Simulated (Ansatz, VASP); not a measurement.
# B in VASP and in Ansatz

The input POSCAR:

```
B
1.0
    2.3769834089      0.0000000000      0.0000000000
    0.0000000000      2.3769834089      0.0000000000
    0.0000000000      0.0000000000      1.6066580510
B
1
Direct
    0.5000000000      0.5000000000      0.5000000000
```

INCAR.step1

```
SYSTEM = B
  ALGO = Normal
  EDIFF = 1E-5
  ENCUT = 520
  GGA = PE
  ISIF = 2
  ISMEAR = -1
  LASPH = .True.
  LCHARG = .False.
  LREAL = .False.
  LWAVE = .True.
  NBANDS = 8
  NELM = 100
  PREC = Accurate
  SIGMA = 0.05
```

Contents of INCAR.step2:

```
SYSTEM = B
  AEXX = 0.2
  AGGAC = 0.81
  AGGAX = 0.72
  ALDAC = 0.19
  ALGO = Normal
  EDIFF = 1E-6
  ENCUT = 520
  GGA = B3
  ISIF = 2
  ISMEAR = -1
  ISTART = 1
  LASPH = .True.
  LCHARG = .False.
  LHFCALC = .True.
  LREAL = .False.
  LWAVE = .False.
  NBANDS = 8
  NELM = 100
  PREC = Accurate
  PRECFOCK = Normal
  SIGMA = 0.05
```

Contents of KPOINTS:

```
k-points
0
Gamma
  6 6 8
  0 0 0
```

input.yaml

```yaml
crystal:
  lattice:
    - [2.3769834089, 0.0, 0.0]
    - [0.0, 2.3769834089, 0.0]
    - [0.0, 0.0, 1.606658051]
  atoms:
    - { symbol: B, position: [0.5, 0.5, 0.5] }
hamiltonian:
  xc: b3lyp
  pseudopotentials: { kind: paw }
kpoints:
  mp_grid: { grid: [6, 6, 8] }
scf:
  occupations: { method: fermi_dirac, width: 0.05 }
output:
  forces: true
  stress: true
  eigenvalues: true
```

Alike in both runs: task single point; functional B3LYP; k mesh 6 × 6 × 8; occupations fermi-dirac, width 0.05 eV; no spin polarisation.

|  | VASP | Ansatz |
| --- | --- | --- |
| version | VASP 6.6.1 | Ansatz 0.2.0 |
| potentials or method | VASP PAW PBE potentials, release 64 (B) | Ansatz PAW |
| plane-wave cutoff (eV) | 520 | 420 |
| valence electrons in the cell | 3 | 3 |

VASP gave:

| Item | Value |
| --- | --- |
| gap on the k mesh at the Fermi level (eV) | none |
| pressure (GPa) | -4.5 |
| traceless stress, the component that is largest in VASP (GPa) | -26.57 |

Task: Estimate Ansatz's values.

Result: gap on the k mesh at the Fermi level (eV): none; pressure (GPa): -4.2; traceless stress, the component that is largest in VASP (GPa): -25.93.

VASP's potentials were made for PBE, not for B3LYP. A gap of «none» marks a metal or a gap that the smearing closes.

The k mesh is coarse, so the values compare programs but aren't converged.
